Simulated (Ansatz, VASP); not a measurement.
**K2IF: VASP beside Ansatz**

```
F I K
1.0
     2.19639    1.26808    7.50508
    -2.19639    1.26808    7.50508
     0.00000   -2.53617    7.50508
F I K
1 1 2
Direct
  0.00000 0.00000 0.00000
  0.50000 0.50000 0.50000
  0.27041 0.27041 0.27041
  0.72959 0.72959 0.72959
```

Alike in both runs: task single point; functional PBE; k mesh 6 × 6 × 6; no spin polarisation.

```csv
,VASP,Ansatz
version,VASP 6.6.1,Ansatz 0.2.0
potentials or method,"VASP PAW PBE potentials, release 64 (F, I, K_sv)","plane waves, PAW"
plane-wave cutoff (eV),520,420
occupations,"gaussian, width 0.01 eV",fixed
valence electrons in the cell,32,42
```

VASP gave:

| Quantity | Value |
| --- | --- |
| gap on the k mesh at the Fermi level (eV) | 3.03 |
| pressure (GPa) | 0.0 |

Q: Which values does Ansatz return?

A: gap on the k mesh at the Fermi level (eV): 3.04; pressure (GPa): 0.0.

VASP's potentials hold 32 valence electrons a cell and Ansatz's 42, so a difference there can come from the potentials and not from the codes.

Neither program's run includes spin-orbit coupling.
